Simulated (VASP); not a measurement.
# Y2SiF2 (P4mm) in VASP: notebook

Y2SiF2 is run at these levels: PBE; tasks: single point, relaxation of cell and atoms.

Program: VASP 6.6.1. These are calculated values, not measurements. Logs are shortened: lines on timing, memory, paths and dates and some standing lists are left out, and cuts for length are marked.

## 1. The cell of the first run

The structure is tetragonal, space group P4mm (No. 99). The conventional cell has a = 4.783 Å, b = 4.783 Å, c = 4.718 Å, α = 90.00°, β = 90.00°, γ = 90.00°. Within 3.2 Å of Y (site symmetry 2mm) lie 4 F at 2.41 to 2.72 Å and 2 Si at 2.83 Å. Within 2.5 Å of Si (site symmetry 4mm) lie 1 F at 1.90 Å. Within 3.2 Å of F (site symmetry 4mm) lie 4 Y at 2.41 Å. Within 2.5 Å of F (site symmetry 4mm) lie 1 Si at 1.90 Å.

## 2. Single point, PBE

The input, INCAR:

```
PREC = Accurate ; ENCUT = 520
EDIFF = 1E-7 ; ISMEAR = 0
SIGMA = 0.1 ; LREAL = F
LASPH = T ; NELM = 60
ALGO = Normal ; ISIF = 2
LWAVE = F ; LCHARG = F
GGA = PE ; NBANDS = 28
```

The input, KPOINTS:

```
regular mesh
0
Gamma
  4 4 4
```

The input, POSCAR:

```
Y2SiF2
1.0
    4.7830317314      0.0000000000      0.0000000000
    0.0000000000      4.7830317314      0.0000000000
    0.0000000000      0.0000000000      4.7183293766
Y Si F
2 1 2
Direct
    0.5000000000      0.0000000000      0.0919387215
    0.0000000000      0.5000000000      0.0919387215
    0.5000000000      0.5000000000      0.7709014487
    0.0000000000      0.0000000000      0.1541822289
    0.5000000000      0.5000000000      0.3673073295
```

Potentials or basis: VASP PAW PBE potentials, release 64 (Y_sv, Si, F).

On the command line:

```
$ cat potpaw_PBE.64/Y_sv/POTCAR potpaw_PBE.64/Si/POTCAR potpaw_PBE.64/F/POTCAR > POTCAR
$ mpirun -np 1 vasp_std > vasp.out
```

OUTCAR:

```text
PREC = Accurate
   ENCUT = 520
   EDIFF = 1E-7
   ISMEAR = 0
   LREAL = F
   LASPH = T
   NELM = 60
   ISIF = 2
   GGA = PE

 ion  position               nearest neighbor table
   1  0.500  0.000  0.092-   4 2.41   4 2.41   5 2.72   5 2.72   3 2.83   3 2.83   2 3.38   2 3.38
                             2 3.38   2 3.38
   2  0.000  0.500  0.092-   4 2.41   4 2.41   5 2.72   5 2.72   3 2.83   3 2.83   1 3.38   1 3.38
                             1 3.38   1 3.38
   3  0.500  0.500  0.771-   5 1.90   2 2.83   1 2.83   1 2.83   2 2.83
   4  0.000  0.000  0.154-   1 2.41   2 2.41   2 2.41   1 2.41
   5  0.500  0.500  0.367-   3 1.90   2 2.72   1 2.72   1 2.72   2 2.72

  LATTYP: Found a simple tetragonal cell.
 ALAT       =     4.7830317314
 C/A-ratio  =     0.9864725224

  Lattice vectors:

 A1 = (   4.7830317314,   0.0000000000,   0.0000000000)
 A2 = (   0.0000000000,   4.7830317314,   0.0000000000)
 A3 = (   0.0000000000,   0.0000000000,   4.7183293766)

Analysis of symmetry for initial positions (statically):
=====================================================================
 Subroutine PRICEL returns:
 Original cell was already a primitive cell.

 Routine SETGRP: Setting up the symmetry group for a
 simple tetragonal supercell.

 Subroutine GETGRP returns: Found  8 space group operations
 (whereof  8 operations were pure point group operations)
 out of a pool of 16 trial point group operations.

The static configuration has the point symmetry C_4v.

Analysis of symmetry for dynamics (positions and initial velocities):
=====================================================================
 Subroutine PRICEL returns:
 Original cell was already a primitive cell.

 Routine SETGRP: Setting up the symmetry group for a
 simple tetragonal supercell.

 Subroutine GETGRP returns: Found  8 space group operations
 (whereof  8 operations were pure point group operations)
 out of a pool of 16 trial point group operations.

The dynamic configuration has the point symmetry C_4v.

 Subroutine INISYM returns: Found  8 space group operations
 (whereof  8 operations are pure point group operations),
 and found     1 'primitive' translations

----------------------------------------------------------------------------------------

                                     Primitive cell

  volume of cell :     107.9431

  direct lattice vectors                    reciprocal lattice vectors
     4.783031731  0.000000000  0.000000000     0.209072416  0.000000000  0.000000000
     0.000000000  4.783031731  0.000000000     0.000000000  0.209072416  0.000000000
     0.000000000  0.000000000  4.718329377     0.000000000  0.000000000  0.211939422

  length of vectors
     4.783031731  4.783031731  4.718329377     0.209072416  0.209072416  0.211939422

  position of ions in fractional coordinates (direct lattice)
     0.500000000  0.000000000  0.091938722
     0.000000000  0.500000000  0.091938722
     0.500000000  0.500000000  0.770901449
     0.000000000  0.000000000  0.154182229
     0.500000000  0.500000000  0.367307330

  ion indices of the primitive-cell ions
   primitive index   ion index
                 1           1
                 2           2
                 3           3
                 4           4
                 5           5

----------------------------------------------------------------------------------------

 KPOINTS: regular mesh

Automatic generation of k-mesh.
 Grid dimensions read from file:
 generate k-points for:    4    4    4

 Generating k-lattice:

  Cartesian coordinates                     Fractional coordinates (reciprocal lattice)
     0.052268104  0.000000000  0.000000000     0.250000000  0.000000000  0.000000000
     0.000000000  0.052268104  0.000000000     0.000000000  0.250000000  0.000000000
     0.000000000  0.000000000  0.052984855     0.000000000  0.000000000  0.250000000

  Length of vectors
     0.052268104  0.052268104  0.052984855

  Shift w.r.t. Gamma in fractional coordinates (k-lattice)
     0.000000000  0.000000000  0.000000000

 Subroutine IBZKPT returns following result:
 ===========================================

 Found     18 irreducible k-points:

 Following reciprocal coordinates:
            Coordinates               Weight
  0.000000  0.000000  0.000000      1.000000
  0.250000  0.000000  0.000000      4.000000
  0.500000  0.000000  0.000000      2.000000
  0.250000  0.250000  0.000000      4.000000
  0.500000  0.250000  0.000000      4.000000
  0.500000  0.500000  0.000000      1.000000
[... 10 lines left out ...]
  0.500000  0.250000  0.500000      4.000000
  0.500000  0.500000  0.500000      1.000000
   k-points           NKPTS =     18   k-points in BZ     NKDIM =     18   number of bands    NBANDS=     28
   number of dos      NEDOS =    301   number of ions     NIONS =      5
   total plane-waves  NPLWV =  46656
   dimension x,y,z NGX =    36 NGY =   36 NGZ =   36
   dimension x,y,z NGXF=    72 NGYF=   72 NGZF=   72
   ions per type =               2   1   2
   NGX,Y,Z   is equivalent  to a cutoff of  12.51, 12.51, 12.68 a.u.
   NGXF,Y,Z  is equivalent  to a cutoff of  25.03, 25.03, 25.37 a.u.
 SYSTEM =  unknown system
   PREC   = accura    normal or accurate (medium, high low for compatibility)
   ISTART =      0    job   : 0-new  1-cont  2-samecut
   ICHARG =      2    charge: 1-file 2-atom 10-const
   ISPIN  =      1    spin polarized calculation?
   LNONCOLLINEAR =      F non collinear calculations
   LSORBIT =      F    spin-orbit coupling
   LASPH  =      T    aspherical Exc in radial PAW
   ENCUT  =  520.0 eV  38.22 Ry    6.18 a.u.   8.89  8.89  8.77*2*pi/ulx,y,z
   NELM   =     60;   NELMIN=  2; NELMDL= -5     # of ELM steps
   EDIFF  = 0.1E-06   stopping-criterion for ELM
   LREAL  =      F    real-space projection
   EDIFFG = 0.1E-05   stopping-criterion for IOM
   NSW    =      0    number of steps for IOM
   IBRION =     -1    ionic relax: 0-MD 1-quasi-New 2-CG
   NFREE  =      0    steps in history (QN), initial steepest desc. (CG)
   ISIF   =      2    stress and relaxation
   ISYM   =      2    0-nonsym 1-usesym 2-fastsym
   POTIM  = 0.5000    time-step for ionic-motion
   TEBEG  =    0.0;   TEEND  =   0.0 temperature during run
   PSTRESS=    0.0 pullay stress
   NELECT =      40.0000    total number of electrons
   NUPDOWN=      -1.0000    fix difference up-down
   EMIN   =  10.00;   EMAX   =-10.00  energy-range for DOS
   EFERMI =   0.00;   METHOD = LEGACY
   ISMEAR =     0;   SIGMA  =   0.10  broadening in eV -4-tet -1-fermi 0-gaus
   EFERMI_NEDOS =   21; number of points for ismear=-14 and -15
   IALGO  =     38    algorithm
   IMIX   =      4    mixing-type and parameters
     AMIX     =   0.40;   BMIX     =  1.00
     AMIX_MAG =   1.60;   BMIX_MAG =  1.00
  volume/ion in A,a.u.               =      21.59       145.69
  Fermi-wavevector in a.u.,A,eV,Ry     =   1.175881  2.222092 18.812711  1.382695
  Thomas-Fermi vector in A             =   2.312254
   LORBIT       =      0    0 simple, 1 ext, 2 COOP (PROOUT), +10 PAW based schemes
   GGA     = PE    functional components
   LHFCALC =     F    Hartree Fock is set to
   AEXX    =    0.0000 exact exchange contribution
   IVDW    =     0    specifies the selected vdW correction
   LEPSILON=     F    determine dielectric tensor
   LRPA    =     F    only Hartree local field effects (RPA)
 non-spin polarized calculation
 Gauss-broadening in eV      SIGMA  =   0.10
  energy-cutoff  :      520.00
  volume of cell :      107.94
 maximum number of plane-waves:      2936
 NGX is ok and might be reduce to    36
   NGX = 17   NGY = 17   NGZ = 17

 number of electron      39.9999981 magnetization

 Free energy of the ion-electron system (eV)
  ---------------------------------------------------
  ext. energy  EPLUGINS =         0.00000000
  ---------------------------------------------------
  free energy    TOTEN  =       -30.38236881 eV

  energy without entropy =      -30.37918836  energy(sigma->0) =      -30.38077859

 E-fermi :   3.9213     XC(G=0):  -9.1096

 val. band max:        3.8281602525   @ k =   0.5000   0.0000   0.2500
 cond. band min:       3.9691431779   @ k =   0.5000   0.5000   0.5000
 fundamental gap:      0.1409829254
 Fermi energy:         3.9212898162

 k-point     1 :       0.0000    0.0000    0.0000
  band No.  band energies     occupation
      1     -39.5814      2.00000
      2     -39.4833      2.00000
      3     -22.7375      2.00000
      4     -22.3047      2.00000
      5     -19.8748      2.00000
      6     -19.8748      2.00000
[... 20 lines left out ...]
     27       7.8012      0.00000
     28       7.9639      0.00000

 k-point     2 :       0.2500    0.0000    0.0000
  band No.  band energies     occupation
      1     -39.5664      2.00000
      2     -39.4970      2.00000
      3     -22.8753      2.00000
      4     -22.3244      2.00000
      5     -19.8201      2.00000
      6     -19.6395      2.00000
[... 20 lines left out ...]
     27       7.2853      0.00000
     28       7.5745      0.00000

 k-point     3 :       0.5000    0.0000    0.0000
  band No.  band energies     occupation
      1     -39.5318      2.00000
      2     -39.5303      2.00000
      3     -22.9979      2.00000
      4     -22.3428      2.00000
      5     -19.7449      2.00000
      6     -19.5657      2.00000
[... 20 lines left out ...]
     27       6.3354      0.00000
     28       7.4417      0.00000

 k-point     4 :       0.2500    0.2500    0.0000
  band No.  band energies     occupation
      1     -39.5555      2.00000
      2     -39.5064      2.00000
      3     -23.0081      2.00000
      4     -22.3449      2.00000
      5     -19.6211      2.00000
      6     -19.6132      2.00000
[... 392 lines left out ...]
     27       6.8019      0.00000
     28       7.2960      0.00000

 k-point    17 :       0.5000    0.2500    0.5000
  band No.  band energies     occupation
      1     -39.5302      2.00000
      2     -39.5294      2.00000
      3     -23.1259      2.00000
      4     -22.3530      2.00000
      5     -19.6141      2.00000
      6     -19.5860      2.00000
[... 20 lines left out ...]
     27       6.7746      0.00000
     28       7.3512      0.00000

 k-point    18 :       0.5000    0.5000    0.5000
  band No.  band energies     occupation
      1     -39.5290      2.00000
      2     -39.5290      2.00000
      3     -23.2421      2.00000
      4     -22.3706      2.00000
      5     -19.6364      2.00000
      6     -19.5770      2.00000
[... 20 lines left out ...]
     27       7.1813      0.00000
     28       7.2748      0.00000

------------------------ aborting loop because EDIFF is reached ----------------------------------------

  FORCE on cell =-STRESS in cart. coord.  units (eV):
  Direction    XX          YY          ZZ          XY          YZ          ZX
  --------------------------------------------------------------------------------------
  -------------------------------------------------------------------------------------
  Total        0.1313768      0.1313768     -0.1096925      0.0000000      0.0000000      0.0000000
  in kB        1.9499991      1.9499991     -1.6281441      0.0000000      0.0000000      0.0000000
  external PRESSURE =       0.7572847 kB  Pullay stress =       0.0000000 kB

 VOLUME and BASIS-vectors are now :
 -----------------------------------------------------------------------------
  energy-cutoff  :      520.00
  volume of cell :      107.94
      direct lattice vectors                 reciprocal lattice vectors
     4.783031731  0.000000000  0.000000000     0.209072416  0.000000000  0.000000000
     0.000000000  4.783031731  0.000000000     0.000000000  0.209072416  0.000000000
     0.000000000  0.000000000  4.718329377     0.000000000  0.000000000  0.211939422

 POSITION                                       TOTAL-FORCE (eV/Angst)
 -----------------------------------------------------------------------------------
      2.39152      0.00000      0.43380        -0.000000     -0.000000     -0.002901
      0.00000      2.39152      0.43380         0.000000      0.000000     -0.002901
      2.39152      2.39152      3.63737        -0.000000     -0.000000      0.044928
      0.00000      0.00000      0.72748        -0.000000     -0.000000     -0.004624
      2.39152      2.39152      1.73308        -0.000000     -0.000000     -0.034503
 -----------------------------------------------------------------------------------
    total drift:                                0.000000      0.000000      0.000005

  FREE ENERGIE OF THE ION-ELECTRON SYSTEM (eV)
  ---------------------------------------------------
  free  energy   TOTEN  =       -30.3823688126 eV

  energy  without entropy=      -30.3791883613  energy(sigma->0) =      -30.38077859
```

It took 25 s on 1 thread of Intel Xeon 6975P-C (Granite Rapids), shared host; peak memory 0.23 GiB.

What came out:

* Free energy: -30.3824 eV
* Pressure: 0.1 GPa
* Largest force: 0.045 eV/Å
* Band gap on the k mesh: zero (band 20 reaches 4.24 eV, above the bottom of band 21 at 2.85 eV)

Forces in eV/Å, atoms in the order of the input:
```
Y    0.000  0.000 -0.003
Y    0.000  0.000 -0.003
Si   0.000  0.000  0.045
F    0.000  0.000 -0.005
F    0.000  0.000 -0.035
```

Stress tensor (GPa, compression positive):
```
 0.19  0.00  0.00
 0.00  0.19  0.00
 0.00  0.00 -0.16
```

Levels at points of the mesh, in eV from the Fermi level:
```tsv
k point	band 17	band 18	band 19	band 20	band 21	band 22	band 23	band 24
(0.00, 0.00, 0.00)	-7.04	-1.12	-1.11	-1.11	-1.08	0.84	1.34	2.48
(0.50, 0.00, 0.00)	-6.48	-2.10	-1.15	-0.17	0.99	1.03	1.64	1.92
(0.50, 0.50, 0.00)	-6.02	-1.87	-1.87	0.26	0.26	0.82	1.49	2.07
(0.00, 0.00, 0.50)	-5.06	-1.53	-1.30	-1.30	-0.98	1.53	1.96	2.35
(0.50, 0.00, 0.50)	-5.06	-1.91	-1.27	-0.43	0.87	1.58	1.61	1.77
(0.50, 0.50, 0.50)	-5.12	-2.00	-2.00	0.05	1.16	1.42	1.42	2.73
```

## 3. Relaxation of cell and atoms, PBE

This run uses another cell than the first one, of 18.18 Å³/atom, 0.842 times its volume.

The input, INCAR:

```
PREC = Accurate
ENCUT = 600
EDIFF = 1E-6
ISMEAR = 0
SIGMA = 0.1
LREAL = False
LASPH = True
NELM = 60
ALGO = Normal
ISIF = 3
LWAVE = False
LCHARG = False
GGA = PE
IBRION = 2
NSW = 90
EDIFFG = -0.04
```

The input, KPOINTS:

```
Automatic mesh
0
Gamma
  4 4 4
```

The input, POSCAR:

```
Y2SiF2
1.0
    3.8096786900      0.0000000000      0.0000000000
    0.0000000000      3.8096786900      0.0000000000
    0.0000000000      0.0000000000      6.2642987800
Y Si F
2 1 2
Direct
    0.5000000000      0.0000000000      0.1254274600
    0.0000000000      0.5000000000      0.1254274600
    0.5000000000      0.5000000000      0.5388014900
    0.0000000000      0.0000000000      0.4127107100
    0.5000000000      0.5000000000      0.2739013300
```

Potentials or basis: VASP PAW PBE potentials, release 64 (Y_sv, Si, F).

On the command line:

```
$ cat potpaw_PBE.64/Y_sv/POTCAR potpaw_PBE.64/Si/POTCAR potpaw_PBE.64/F/POTCAR > POTCAR
$ mpirun -np 1 vasp_std > vasp.out
```

It took 9 min on 1 thread of Intel Xeon 6975P-C (Granite Rapids), shared host; peak memory 0.23 GiB.

Results (log left out):

- Free energy: -30.2386 eV
- Relaxed volume: 21.21 Å³/atom
- Relaxed cell: a = 4.723 Å, b = 4.723 Å, c = 4.754 Å, α = 90.00°, β = 90.00°, γ = 90.00°
- Space group after relaxing (to 0.05 Å): P4mm (No. 99)
- Energy gained by relaxing: 1971.0 meV/atom
- Ionic steps: 30
- Pressure after relaxing: 0.0 GPa
- Largest force after relaxing: 0.029 eV/Å
- Band gap on the k mesh: zero (band 20 reaches 4.31 eV, above the bottom of band 21 at 2.91 eV)

Forces in eV/Å, atoms in the order of the input:
```
Y    0.000  0.000  0.001
Y    0.000  0.000  0.001
Si   0.000  0.000 -0.028
F    0.000  0.000 -0.004
F    0.000  0.000  0.029
```

Step by step:
```csv
step,energy change (eV),largest force (eV/Å),pressure (GPa),volume (Å³)
1,0.0000,7.3100,31.84,90.92
2,-3.9750,1.7776,-5.93,146.99
3,-4.1515,2.2624,-1.95,131.04
4,-4.1586,2.1853,-2.57,133.05
5,-4.8055,2.6946,-2.66,128.56
6,-6.9574,3.0399,-1.18,114.71
7,-7.4238,5.6454,20.26,85.28
8,-7.7120,2.9040,1.65,103.86
9,-8.5958,1.5386,7.12,94.69
10,-8.9480,1.2845,1.69,99.90
11,-8.9487,1.3166,1.42,100.20
12,-9.0942,1.0603,-0.50,102.44
13,-9.1915,0.9150,-3.08,106.09
14,-9.3007,0.7320,-1.13,103.76
15,-9.3450,0.9535,1.19,101.28
16,-9.4208,0.7632,1.19,101.61
17,-9.5995,0.7221,1.15,102.58
18,-9.6421,1.2727,1.44,104.55
19,-9.6875,0.9288,1.14,103.60
20,-9.7640,0.5051,-1.78,107.50
21,-9.7644,0.4698,-1.98,107.80
22,-9.8150,0.3946,0.36,105.51
23,-9.8166,0.3868,-0.03,105.83
24,-9.8288,0.3265,0.01,105.87
25,-9.8503,0.1390,0.09,105.97
26,-9.8524,0.0811,0.12,106.01
27,-9.8539,0.0363,-0.41,106.58
28,-9.8544,0.0422,-0.22,106.38
29,-9.8540,0.0791,0.38,105.55
30,-9.8548,0.0292,0.02,106.04
```

Final structure:
```cif
data_structure
_symmetry_space_group_name_H-M 'P 1'
_symmetry_Int_Tables_number 1
_cell_length_a 4.7227
_cell_length_b 4.7227
_cell_length_c 4.7544
_cell_angle_alpha 90.000
_cell_angle_beta 90.000
_cell_angle_gamma 90.000
_cell_volume 106.04
loop_
_atom_site_label
_atom_site_type_symbol
_atom_site_fract_x
_atom_site_fract_y
_atom_site_fract_z
_atom_site_occupancy
Y1 Y 0.50000 0.00000 0.09201 1
Y2 Y 0.00000 0.50000 0.09201 1
Si1 Si 0.50000 0.50000 0.76955 1
F1 F 0.00000 0.00000 0.15854 1
F2 F 0.50000 0.50000 0.36416 1
```

Levels at points of the mesh, in eV from the Fermi level:
| k point | band 18 | band 19 | band 20 | band 21 | band 22 | band 23 |
| --- | --- | --- | --- | --- | --- | --- |
| (0.00, 0.00, 0.00) | -1.12 | -1.11 | -1.11 | -1.11 | 0.95 | 1.43 |
| (0.50, 0.00, 0.00) | -2.10 | -1.12 | -0.14 | 1.05 | 1.08 | 1.69 |
| (0.50, 0.50, 0.00) | -1.85 | -1.85 | 0.28 | 0.28 | 0.75 | 1.46 |
| (0.00, 0.00, 0.50) | -1.59 | -1.27 | -1.27 | -1.04 | 1.55 | 2.01 |
| (0.50, 0.00, 0.50) | -1.91 | -1.23 | -0.44 | 0.89 | 1.67 | 1.71 |
| (0.50, 0.50, 0.50) | -1.98 | -1.98 | 0.04 | 1.22 | 1.42 | 1.42 |

Caveat: the k points lie up to 0.33 Å⁻¹ apart in the final cell; the volume moved by over 15 % at a fixed basis, so the end points are rough.
